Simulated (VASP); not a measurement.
# GaN (F-43m) in VASP: notebook, part 2 of 2

VASP 6.6.1. Earlier steps stand in the parts before.

## 3. Single point, LDA

This run uses another cell than the first one, of 10.85 Å³/atom.

INCAR reads:

```
SYSTEM = GaN
ALGO = Normal
EDIFF = 1E-6
ENCUT = 1330
GGA_COMPAT = .FALSE.
ISIF = 2
ISMEAR = 0
LASPH = .TRUE.
LCHARG = .FALSE.
LREAL = .FALSE.
LWAVE = .FALSE.
NBANDS = 16
NELM = 120
PREC = Accurate
SIGMA = 0.01
```

KPOINTS reads:

```
k-points
0
G
  10 10 10
  0 0 0
```

POSCAR reads:

```
GaN
1.0
    2.2136479014      2.2136479014      0.0000000000
   -2.2136479014      2.2136479014      0.0000000000
    0.0000000000      2.2136479014      2.2136479014
Ga N
1 1
Direct
    0.0000000000      0.0000000000      0.0000000000
    0.2500000000      0.7500000000      0.5000000000
```

Potentials or basis: VASP PAW LDA potentials, release 64 (Ga_d, N_h).

Launch:

```bash
cat potpaw_LDA.64/Ga_d/POTCAR potpaw_LDA.64/N_h/POTCAR > POTCAR
mpirun -np 1 vasp_std > vasp.out
```

OUTCAR:

```text
SYSTEM = GaN
   EDIFF = 1E-6
   ENCUT = 1330
   ISIF = 2
   ISMEAR = 0
   LASPH = .TRUE.
   LREAL = .FALSE.
   NELM = 120
   PREC = Accurate

 ion  position               nearest neighbor table
   1  0.000  0.000  0.000-   2 1.92   2 1.92   2 1.92   2 1.92
   2  0.250  0.750  0.500-   1 1.92   1 1.92   1 1.92   1 1.92

  LATTYP: Found a face centered cubic cell.
 ALAT       =     4.4272958028

  Lattice vectors:

 A1 = (   0.0000000000,   2.2136479014,   2.2136479014)
 A2 = (   2.2136479014,   0.0000000000,   2.2136479014)
 A3 = (   2.2136479014,   2.2136479014,   0.0000000000)

[... 625 lines left out ...]
      5      -7.2388      2.00000
      6      -5.3243      2.00000
[... 8 lines left out ...]
     15      26.1468      0.00000
     16      29.2624      0.00000

 [... further k-points ...]
[... 5 lines left out ...]
  --------------------------------------------------------------------------------------
  -------------------------------------------------------------------------------------
  Total        0.6829915      0.6829915      0.6829915     -0.0000000     -0.0000000      0.0000000
  in kB       50.4394397     50.4394397     50.4394397     -0.0000000     -0.0000000      0.0000000
  external PRESSURE =      50.4394397 kB  Pullay stress =       0.0000000 kB

 VOLUME and BASIS-vectors are now :
 -----------------------------------------------------------------------------
  energy-cutoff  :     1330.00
  volume of cell :       21.69
      direct lattice vectors                 reciprocal lattice vectors
     2.213647901  2.213647901  0.000000000     0.225871513  0.225871513 -0.225871513
    -2.213647901  2.213647901  0.000000000    -0.225871513  0.225871513 -0.225871513
     0.000000000  2.213647901  2.213647901     0.000000000  0.000000000  0.451743025

 POSITION                                       TOTAL-FORCE (eV/Angst)
 -----------------------------------------------------------------------------------
      0.00000      0.00000      0.00000         0.000000      0.000000      0.000000
     -1.10682      3.32047      1.10682         0.000000     -0.000000      0.000000
 -----------------------------------------------------------------------------------
    total drift:                               -0.000000     -0.000000      0.000000

  FREE ENERGIE OF THE ION-ELECTRON SYSTEM (eV)
  ---------------------------------------------------
  free  energy   TOTEN  =       -13.9389462609 eV

  energy  without entropy=      -13.9389462609  energy(sigma->0) =      -13.93894626
```

Run time: 99 s. Hardware: 1 thread of Intel Xeon Platinum 8375C at 2.90GHz (Ice Lake), shared host; peak memory 0.24 GiB.

Results:

| Quantity | Value |
| --- | --- |
| Free energy | -13.9389 eV |
| Pressure | 5.0 GPa |
| Band gap on the k mesh | 2.10 eV |

Caveat: the cell stands under pressure.

## 4. Single point, LDA

This run uses another cell than the first one, of 10.70 Å³/atom.

INCAR reads:

```
  PREC = Accurate
  ENCUT = 1330
  EDIFF = 1E-6
  ISMEAR = 0
  SIGMA = 0.01
  LREAL = F
  LASPH = T
  NELM = 120
  ALGO = Normal
  ISIF = 2
  LWAVE = F
  LCHARG = F
  GGA = CA
  NBANDS = 16
  GGA_COMPAT = F
```

KPOINTS reads:

```
Automatic mesh
0
Gamma
  10 10 10
```

POSCAR reads:

```
GaN
1.0
    2.2038781859      2.2038781859      0.0000000000
   -2.2038781859      2.2038781859      0.0000000000
    0.0000000000      2.2038781859      2.2038781859
Ga N
1 1
Direct
    0.0000000000      0.0000000000      0.0000000000
    0.2500000000      0.7500000000      0.5000000000
```

Launch:

```bash
cat potpaw_LDA.64/Ga_d/POTCAR potpaw_LDA.64/N_h/POTCAR > POTCAR
mpirun -np 1 vasp_std > vasp.out
```

Wall time 62 s (1 thread of Intel Xeon Platinum 8375C at 2.90GHz (Ice Lake), shared host); peak memory 0.24 GiB.

It converged, with:

- Free energy: -13.9269 eV
- Pressure: 8.1 GPa
- Band gap on the k mesh: 2.18 eV

Levels at points of the mesh, in eV from the valence-band top:
```tsv
k point	band 7	band 8	band 9	band 10	band 11	band 12
(0.00, 0.00, 0.00)	0.00	0.00	0.00	2.18	10.53	10.53
(0.50, 0.00, 0.00)	-7.58	-1.07	-1.07	5.01	8.93	10.55
(0.50, 0.50, 0.00)	-6.49	-2.98	-2.98	3.27	6.87	11.99
```

Caveat: the cell stands under pressure.

## 5. Single point, LDA

This run uses another cell than the first one, of 11.06 Å³/atom.

INCAR reads:

```
  PREC = Accurate
  ENCUT = 1330
  EDIFF = 1E-6
  ISMEAR = -1
  SIGMA = 0.05
  LREAL = False
  LASPH = True
  NELM = 120
  ALGO = Normal
  ISIF = 2
  LWAVE = False
  LCHARG = False
  GGA = CA
  NBANDS = 16
  GGA_COMPAT = False
```

KPOINTS reads:

```
Automatic mesh
0
Gamma
  14 14 14
```

POSCAR reads:

```
GaN
1.0
    2.2277045003      2.2277045003      0.0000000000
   -2.2277045003      2.2277045003      0.0000000000
    0.0000000000      2.2277045003      2.2277045003
Ga N
1 1
Direct
    0.0000000000      0.0000000000      0.0000000000
    0.2500000000      0.7500000000      0.5000000000
```

Potentials or basis: VASP PAW LDA potentials, release 64 (Ga_d, N_h).

Launch:

```bash
cat potpaw_LDA.64/Ga_d/POTCAR potpaw_LDA.64/N_h/POTCAR > POTCAR
mpirun -np 1 vasp_std > vasp.out
```

OUTCAR:

```text
PREC = Accurate
   ENCUT = 1330
   EDIFF = 1E-6
   ISMEAR = -1
   LREAL = False
   LASPH = True
   NELM = 120
   ISIF = 2
   GGA = CA

 ion  position               nearest neighbor table
   1  0.000  0.000  0.000-   2 1.93   2 1.93   2 1.93   2 1.93
   2  0.250  0.750  0.500-   1 1.93   1 1.93   1 1.93   1 1.93

  LATTYP: Found a face centered cubic cell.
 ALAT       =     4.4554090006

  Lattice vectors:

 A1 = (   0.0000000000,   2.2277045003,   2.2277045003)
 A2 = (   2.2277045003,   0.0000000000,   2.2277045003)
 A3 = (   2.2277045003,   2.2277045003,   0.0000000000)
[... 624 lines left out ...]
      4      -7.5075      2.00000
      5      -7.4952      2.00000
      6      -6.8084      2.00000
[... 8 lines left out ...]
     15      22.9869      0.00000
     16      25.6545      0.00000

 [... further k-points ...]
[... 5 lines left out ...]
  --------------------------------------------------------------------------------------
  -------------------------------------------------------------------------------------
  Total        0.1544520      0.1544520      0.1544520     -0.0000000     -0.0000000     -0.0000000
  in kB       11.1918352     11.1918352     11.1918352     -0.0000000     -0.0000000     -0.0000000
  external PRESSURE =      11.1918352 kB  Pullay stress =       0.0000000 kB

 VOLUME and BASIS-vectors are now :
 -----------------------------------------------------------------------------
  energy-cutoff  :     1330.00
  volume of cell :       22.11
      direct lattice vectors                 reciprocal lattice vectors
     2.227704500  2.227704500  0.000000000     0.224446285  0.224446285 -0.224446285
    -2.227704500  2.227704500  0.000000000    -0.224446285  0.224446285 -0.224446285
     0.000000000  2.227704500  2.227704500     0.000000000  0.000000000  0.448892571

 POSITION                                       TOTAL-FORCE (eV/Angst)
 -----------------------------------------------------------------------------------
      0.00000      0.00000      0.00000         0.000000      0.000000      0.000000
     -1.11385      3.34156      1.11385        -0.000000     -0.000000      0.000000
 -----------------------------------------------------------------------------------
    total drift:                                0.000000     -0.000000      0.000000

  FREE ENERGIE OF THE ION-ELECTRON SYSTEM (eV)
  ---------------------------------------------------
  free  energy   TOTEN  =       -13.9472247400 eV

  energy  without entropy=      -13.9472247400  energy(sigma->0) =      -13.94722474
```

OSZICAR:

```text
N       E                     dE             d eps       ncg     rms          rms(c)
DAV:   1     0.135489139912E+03    0.13549E+03   -0.15331E+04  3632   0.355E+03
DAV:   2    -0.146474014323E+01   -0.13695E+03   -0.12481E+03  3728   0.522E+02
DAV:   3    -0.157151258590E+02   -0.14250E+02   -0.14015E+02  3840   0.109E+02
DAV:   4    -0.159969750323E+02   -0.28185E+00   -0.28156E+00  4024   0.160E+01
DAV:   5    -0.160006681677E+02   -0.36931E-02   -0.36930E-02  4272   0.171E+00    0.763E+00
DAV:   6    -0.140026758447E+02    0.19980E+01   -0.48413E+00  5016   0.410E+01    0.208E+00
DAV:   7    -0.139741238360E+02    0.28552E-01   -0.26336E-01  3648   0.601E+00    0.129E+00
DAV:   8    -0.139494245210E+02    0.24699E-01   -0.59544E-02  4192   0.271E+00    0.350E-01
DAV:   9    -0.139472056827E+02    0.22188E-02   -0.81803E-03  4984   0.210E+00    0.697E-02
DAV:  10    -0.139472324890E+02   -0.26806E-04   -0.81950E-04  4328   0.389E-01    0.205E-02
DAV:  11    -0.139472249521E+02    0.75369E-05   -0.63300E-05  5176   0.148E-01    0.549E-03
DAV:  12    -0.139472247400E+02    0.21211E-06   -0.66745E-06  4080   0.439E-02
   1 F= -.13947225E+02 E0= -.13947225E+02  d E =-.651671E-10
```

stdout:

```text
POSCAR found type information on POSCAR GaN
 POSCAR found :  2 types and       2 ions
 scaLAPACK will be used
 LDA part: xc-table for (Slater(with rela. corr.)+CA(PZ))
 , standard interpolation
 POSCAR, INCAR and KPOINTS ok, starting setup
 FFT: planning ... GRIDC
 FFT: planning ... GRID_SOFT
 FFT: planning ... GRID
 WAVECAR not read
 entering main loop
```

It took 79 s on 1 thread of AMD EPYC 9R45 (Zen 5), shared host; peak memory 0.28 GiB.

Results:

- Free energy: -13.9472 eV
- Pressure: 1.1 GPa
- Band gap on the k mesh: 1.97 eV

Levels at points of the mesh, in eV from the valence-band top:
| k point | band 6 | band 7 | band 8 | band 9 | band 10 | band 11 | band 12 | band 13 |
| --- | --- | --- | --- | --- | --- | --- | --- | --- |
| (0.00, 0.00, 0.00) | -13.24 | 0.00 | 0.00 | 0.00 | 1.97 | 10.33 | 10.33 | 10.33 |
| (0.50, 0.00, 0.00) | -11.86 | -7.35 | -1.02 | -1.02 | 4.78 | 8.77 | 10.39 | 10.39 |
| (0.50, 0.50, 0.00) | -11.38 | -6.35 | -2.86 | -2.86 | 3.26 | 6.69 | 11.75 | 14.12 |

A k mesh can miss the band edges.

## 6. The runs side by side

| cell | k mesh | smearing | gap on the mesh (eV) | pressure (GPa) |
| --- | --- | --- | --- | --- |
| a = 3.140 Å, angles 60.0, 60.0, 90.0°, 2 atoms | 10 × 10 × 10 | gaussian 0.01 eV | 2.04 | 3.0 |
| a = 3.131 Å, angles 60.0, 60.0, 90.0°, 2 atoms | 10 × 10 × 10 | gaussian 0.01 eV | 2.10 | 5.0 |
| a = 3.117 Å, angles 60.0, 60.0, 90.0°, 2 atoms | 10 × 10 × 10 | gaussian 0.01 eV | 2.18 | 8.1 |
| a = 3.150 Å, angles 60.0, 60.0, 90.0°, 2 atoms | 14 × 14 × 14 | fermi-dirac 0.05 eV | 1.97 | 1.1 |

Alike in all rows: task single point; level LDA; potentials or basis VASP PAW LDA potentials, release 64 (Ga_d, N_h); no spin polarisation; cutoff (eV) 1330.

Caveats: the cell stands under pressure (at least some runs).

Absolute energies hang on the potentials; compare differences alone.
